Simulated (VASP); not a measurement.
# Ir (Fm-3m) in VASP: notebook

The runs below take Ir through single point, with PBE.

Program: VASP 6.6.1. These are calculated values, not measurements. Logs are shortened: lines on timing, memory, paths and dates and some standing lists are left out, and cuts for length are marked.

**1. The cell of the first run**

It takes space group Fm-3m (No. 225, cubic). The conventional cell has a = 3.438 Å, b = 3.438 Å, c = 3.438 Å, α = 90.00°, β = 90.00°, γ = 90.00°. Ir (site symmetry m-3m) has 12 Ir at 2.43 Å within 3.2 Å.

**2. Single point, PBE (volume scaled by 0.7)**

The input, INCAR:

```
SYSTEM = Ir
PREC = Accurate ; ENCUT = 520
EDIFF = 1E-6 ; ISMEAR = -1
SIGMA = 0.1 ; LREAL = .FALSE.
LASPH = .TRUE. ; NELM = 80
ALGO = Normal ; ISIF = 2
LWAVE = .FALSE. ; LCHARG = .FALSE.
GGA = PE ; NBANDS = 10
```

The input, KPOINTS:

```
Automatic mesh
0
G
  17 17 17
  0 0 0
```

The input, POSCAR:

```
Ir
1.0
    0.0000000000      1.7187599228      1.7187599228
    1.7187599228      0.0000000000      1.7187599228
    1.7187599228      1.7187599228      0.0000000000
Ir
1
Direct
    0.0000000000      0.0000000000      0.0000000000
```

Potentials or basis: VASP PAW PBE potentials, release 64 (Ir).

Run with:

```sh
> cat potpaw_PBE.64/Ir/POTCAR > POTCAR
> mpirun -np 1 vasp_std > vasp.out
```

OUTCAR:

```text
SYSTEM = Ir
   PREC = Accurate
   ENCUT = 520
   EDIFF = 1E-6
   ISMEAR = -1
   LREAL = .FALSE.
   LASPH = .TRUE.
   NELM = 80
   ISIF = 2
   GGA = PE

 ion  position               nearest neighbor table
   1  0.000  0.000  0.000-

  LATTYP: Found a face centered cubic cell.
 ALAT       =     3.4375198456

  Lattice vectors:

 A1 = (   0.0000000000,   1.7187599228,   1.7187599228)
 A2 = (   1.7187599228,   0.0000000000,   1.7187599228)
 A3 = (   1.7187599228,   1.7187599228,   0.0000000000)

Analysis of symmetry for initial positions (statically):
=====================================================================
 Subroutine PRICEL returns:
 Original cell was already a primitive cell.

 Routine SETGRP: Setting up the symmetry group for a
 face centered cubic supercell.

 Subroutine GETGRP returns: Found 48 space group operations
 (whereof 48 operations were pure point group operations)
 out of a pool of 48 trial point group operations.

The static configuration has the point symmetry O_h .

Analysis of symmetry for dynamics (positions and initial velocities):
=====================================================================
 Subroutine PRICEL returns:
 Original cell was already a primitive cell.

 Routine SETGRP: Setting up the symmetry group for a
 face centered cubic supercell.

 Subroutine GETGRP returns: Found 48 space group operations
 (whereof 48 operations were pure point group operations)
 out of a pool of 48 trial point group operations.

The dynamic configuration has the point symmetry O_h .

 Subroutine INISYM returns: Found 48 space group operations
 (whereof 48 operations are pure point group operations),
 and found     1 'primitive' translations

----------------------------------------------------------------------------------------

                                     Primitive cell

  volume of cell :      10.1549

  direct lattice vectors                    reciprocal lattice vectors
     0.000000000  1.718759923  1.718759923    -0.290907411  0.290907411  0.290907411
     1.718759923  0.000000000  1.718759923     0.290907411 -0.290907411  0.290907411
     1.718759923  1.718759923  0.000000000     0.290907411  0.290907411 -0.290907411

  length of vectors
     2.430693593  2.430693593  2.430693593     0.503866417  0.503866417  0.503866417

  position of ions in fractional coordinates (direct lattice)
     0.000000000  0.000000000  0.000000000

  ion indices of the primitive-cell ions
   primitive index   ion index
                 1           1

----------------------------------------------------------------------------------------

 KPOINTS: Automatic mesh

Automatic generation of k-mesh.
 Grid dimensions read from file:
 generate k-points for:   17   17   17

 Generating k-lattice:

  Cartesian coordinates                     Fractional coordinates (reciprocal lattice)
    -0.017112201  0.017112201  0.017112201     0.058823529  0.000000000  0.000000000
     0.017112201 -0.017112201  0.017112201     0.000000000  0.058823529  0.000000000
     0.017112201  0.017112201 -0.017112201     0.000000000  0.000000000  0.058823529

  Length of vectors
     0.029639201  0.029639201  0.029639201

  Shift w.r.t. Gamma in fractional coordinates (k-lattice)
     0.000000000  0.000000000  0.000000000

 Subroutine IBZKPT returns following result:
 ===========================================

 Found    165 irreducible k-points:

 Following reciprocal coordinates:
            Coordinates               Weight
  0.000000  0.000000  0.000000      1.000000
  0.058824  0.000000  0.000000      8.000000
  0.117647  0.000000  0.000000      8.000000
  0.176471  0.000000  0.000000      8.000000
  0.235294  0.000000  0.000000      8.000000
  0.294118  0.000000  0.000000      8.000000
[... 16 lines left out ...]
 -0.176471  0.058824  0.000000     24.000000
 -0.117647  0.058824  0.000000     24.000000
 [... further k-points ...]
   k-points           NKPTS =    165   k-points in BZ     NKDIM =    165   number of bands    NBANDS=     10
   number of dos      NEDOS =    301   number of ions     NIONS =      1
   total plane-waves  NPLWV =   5832
   dimension x,y,z NGX =    18 NGY =   18 NGZ =   18
   dimension x,y,z NGXF=    36 NGYF=   36 NGZF=   36
   ions per type =               1
   NGX,Y,Z   is equivalent  to a cutoff of  12.31, 12.31, 12.31 a.u.
   NGXF,Y,Z  is equivalent  to a cutoff of  24.62, 24.62, 24.62 a.u.
 SYSTEM =  Ir
   PREC   = accura    normal or accurate (medium, high low for compatibility)
   ISTART =      0    job   : 0-new  1-cont  2-samecut
   ICHARG =      2    charge: 1-file 2-atom 10-const
   ISPIN  =      1    spin polarized calculation?
   LNONCOLLINEAR =      F non collinear calculations
   LSORBIT =      F    spin-orbit coupling
   LASPH  =      T    aspherical Exc in radial PAW
   ENCUT  =  520.0 eV  38.22 Ry    6.18 a.u.   4.52  4.52  4.52*2*pi/ulx,y,z
   NELM   =     80;   NELMIN=  2; NELMDL= -5     # of ELM steps
   EDIFF  = 0.1E-05   stopping-criterion for ELM
   LREAL  =      F    real-space projection
   EDIFFG = 0.1E-04   stopping-criterion for IOM
   NSW    =      0    number of steps for IOM
   IBRION =     -1    ionic relax: 0-MD 1-quasi-New 2-CG
   NFREE  =      0    steps in history (QN), initial steepest desc. (CG)
   ISIF   =      2    stress and relaxation
   ISYM   =      2    0-nonsym 1-usesym 2-fastsym
   POTIM  = 0.5000    time-step for ionic-motion
   TEBEG  =    0.0;   TEEND  =   0.0 temperature during run
   PSTRESS=    0.0 pullay stress
   NELECT =       9.0000    total number of electrons
   NUPDOWN=      -1.0000    fix difference up-down
   EMIN   =  10.00;   EMAX   =-10.00  energy-range for DOS
   EFERMI =   0.00;   METHOD = LEGACY
   ISMEAR =    -1;   SIGMA  =   0.10  broadening in eV -4-tet -1-fermi 0-gaus
   EFERMI_NEDOS =   21; number of points for ismear=-14 and -15
   IALGO  =     38    algorithm
   IMIX   =      4    mixing-type and parameters
     AMIX     =   0.40;   BMIX     =  1.00
     AMIX_MAG =   1.60;   BMIX_MAG =  1.00
  volume/ion in A,a.u.               =      10.15        68.53
  Fermi-wavevector in a.u.,A,eV,Ry     =   1.572523  2.971638 33.644893  2.472830
  Thomas-Fermi vector in A             =   2.673945
   LORBIT       =      0    0 simple, 1 ext, 2 COOP (PROOUT), +10 PAW based schemes
   GGA     = PE    functional components
   LHFCALC =     F    Hartree Fock is set to
   AEXX    =    0.0000 exact exchange contribution
   IVDW    =     0    specifies the selected vdW correction
   LEPSILON=     F    determine dielectric tensor
   LRPA    =     F    only Hartree local field effects (RPA)
 non-spin polarized calculation
  energy-cutoff  :      520.00
  volume of cell :       10.15
 maximum number of plane-waves:       290
 NGX is ok and might be reduce to    18
   NGX =  9   NGY =  9   NGZ =  9

 number of electron       9.0000001 magnetization

 Free energy of the ion-electron system (eV)
  ---------------------------------------------------
  ext. energy  EPLUGINS =         0.00000000
  ---------------------------------------------------
  free energy    TOTEN  =        -5.93472340 eV

  energy without entropy =       -5.91838893  energy(sigma->0) =       -5.92655617

 E-fermi :  17.0939     XC(G=0): -16.0285

 val. band max:       17.0832554614   @ k =   0.2941   0.1765   0.0000
 cond. band min:      17.1180751257   @ k =  -0.3529   0.2941   0.0000
 fundamental gap:      0.0348196643
 Fermi energy:        17.0938633845

 k-point     1 :       0.0000    0.0000    0.0000
  band No.  band energies     occupation
      1       2.2073      2.00000
      2      10.8011      2.00000
      3      10.8011      2.00000
      4      10.8011      2.00000
      5      15.3034      2.00000
      6      15.3034      2.00000
      7      30.2558      0.00000
      8      38.0351      0.00000
      9      38.0351      0.00000
     10      38.0351      0.00000

 k-point     2 :       0.0588    0.0000    0.0000
  band No.  band energies     occupation
      1       2.4346      2.00000
      2      10.6582      2.00000
      3      10.9077      2.00000
      4      10.9077      2.00000
      5      15.2119      2.00000
      6      15.2119      2.00000
      7      30.6897      0.00000
      8      37.0348      0.00000
      9      38.4426      0.00000
     10      38.4426      0.00000

 k-point     3 :       0.1176    0.0000    0.0000
  band No.  band energies     occupation
      1       3.0727      2.00000
      2      10.3188      2.00000
      3      11.1806      2.00000
      4      11.1806      2.00000
      5      15.0158      2.00000
      6      15.0158      2.00000
      7      31.8387      0.00000
      8      35.3068      0.00000
      9      39.6190      0.00000
     10      39.6190      0.00000

 k-point     4 :       0.1765    0.0000    0.0000
  band No.  band energies     occupation
      1       3.9654      2.00000
      2      10.0312      2.00000
      3      11.4587      2.00000
      4      11.4587      2.00000
      5      14.9468      2.00000
      6      14.9468      2.00000
      7      32.5274      0.00000
      8      34.6535      0.00000
      9      41.4476      0.00000
     10      41.4476      0.00000
[... 222 lines left out ...]
 k-point    22 :      -0.2353    0.0588    0.0000
  band No.  band energies     occupation
      1       5.1794      2.00000
      2      10.1120      2.00000
      3      11.4578      2.00000
      4      11.6054      2.00000
      5      14.7742      2.00000
      6      16.4448      1.99697
      7      31.3304      0.00000
      8      36.6821      0.00000
      9      42.9121      0.00000
     10      44.4508      0.00000

 k-point    23 :      -0.1765    0.0588    0.0000
  band No.  band energies     occupation
      1       4.4608      2.00000
      2       9.7860      2.00000
      3      11.5935      2.00000
      4      11.6458      2.00000
      5      14.3202      2.00000
      6      15.7010      2.00000
      7      32.6059      0.00000
      8      35.1720      0.00000
      9      41.0464      0.00000
     10      43.2202      0.00000

 k-point    24 :      -0.1176    0.0588    0.0000
  band No.  band energies     occupation
      1       3.5422      2.00000
      2      10.0157      2.00000
      3      11.3636      2.00000
      4      11.4497      2.00000
      5      14.4604      2.00000
      6      15.3823      2.00000
      7      32.6503      0.00000
      8      34.8141      0.00000
      9      39.4104      0.00000
     10      41.0478      0.00000

 [... further k-points ...]

------------------------ aborting loop because EDIFF is reached ----------------------------------------

  FORCE on cell =-STRESS in cart. coord.  units (eV):
  Direction    XX          YY          ZZ          XY          YZ          ZX
  --------------------------------------------------------------------------------------
  -------------------------------------------------------------------------------------
  Total       19.2959934     19.2959934     19.2959934     -0.0000000     -0.0000000      0.0000000
  in kB     3044.4025212   3044.4025212   3044.4025212     -0.0000000     -0.0000000      0.0000000
  external PRESSURE =    3044.4025212 kB  Pullay stress =       0.0000000 kB

 VOLUME and BASIS-vectors are now :
 -----------------------------------------------------------------------------
  energy-cutoff  :      520.00
  volume of cell :       10.15
      direct lattice vectors                 reciprocal lattice vectors
     0.000000000  1.718759923  1.718759923    -0.290907411  0.290907411  0.290907411
     1.718759923  0.000000000  1.718759923     0.290907411 -0.290907411  0.290907411
     1.718759923  1.718759923  0.000000000     0.290907411  0.290907411 -0.290907411

 POSITION                                       TOTAL-FORCE (eV/Angst)
 -----------------------------------------------------------------------------------
      0.00000      0.00000      0.00000        -0.000000     -0.000000      0.000000
 -----------------------------------------------------------------------------------
    total drift:                                0.000000     -0.000000      0.000000

  FREE ENERGIE OF THE ION-ELECTRON SYSTEM (eV)
  ---------------------------------------------------
  free  energy   TOTEN  =        -5.9347234029 eV

  energy  without entropy=       -5.9183889290  energy(sigma->0) =       -5.92655617
```

Wall time 32 s (1 thread of Intel Xeon 8259CL, shared host); peak memory 0.1 GiB.

What came out:

```yaml
Free_energy: -5.9347 eV
Pressure: 304.4 GPa
```

Caveat: spin-orbit coupling is left out, which moves the levels of the heavy elements.

**3. Single point, PBE (volume scaled by 0.8)**

The input, INCAR:

```
SYSTEM = Ir
PREC = Accurate
ENCUT = 520
EDIFF = 1E-6
ISMEAR = -1
SIGMA = 0.1
LREAL = .FALSE.
LASPH = .TRUE.
NELM = 80
ALGO = Normal
ISIF = 2
LWAVE = .FALSE.
LCHARG = .TRUE.
GGA = PE
LELF = .TRUE.
LVHAR = .TRUE.
NBANDS = 10
```

KPOINTS is that of step 2.

The input, POSCAR:

```
Ir
1.0
    0.0000000000      1.7969908570      1.7969908570
    1.7969908570      0.0000000000      1.7969908570
    1.7969908570      1.7969908570      0.0000000000
Ir
1
Direct
    0.0000000000      0.0000000000      0.0000000000
```

Potentials or basis: VASP PAW PBE potentials, release 64 (Ir).

Run with:

```sh
> cat potpaw_PBE.64/Ir/POTCAR > POTCAR
> mpirun -np 1 vasp_std > vasp.out
```

Wall time 37 s (1 thread of Intel Xeon 8259CL, shared host); peak memory 0.11 GiB.

Results (log left out):

```
Free energy : -7.8588 eV
Pressure    : 138.0 GPa
```

Levels at points of the mesh, in eV from the Fermi level:
| k point | band 2 | band 3 | band 4 | band 5 | band 6 | band 7 |
| --- | --- | --- | --- | --- | --- | --- |
| (0.00, 0.00, 0.00) | -5.16 | -5.16 | -5.16 | -1.49 | -1.49 | 13.81 |

Caveat: spin-orbit coupling is left out, which moves the levels of the heavy elements.

(Continued in part 2 of 2.)
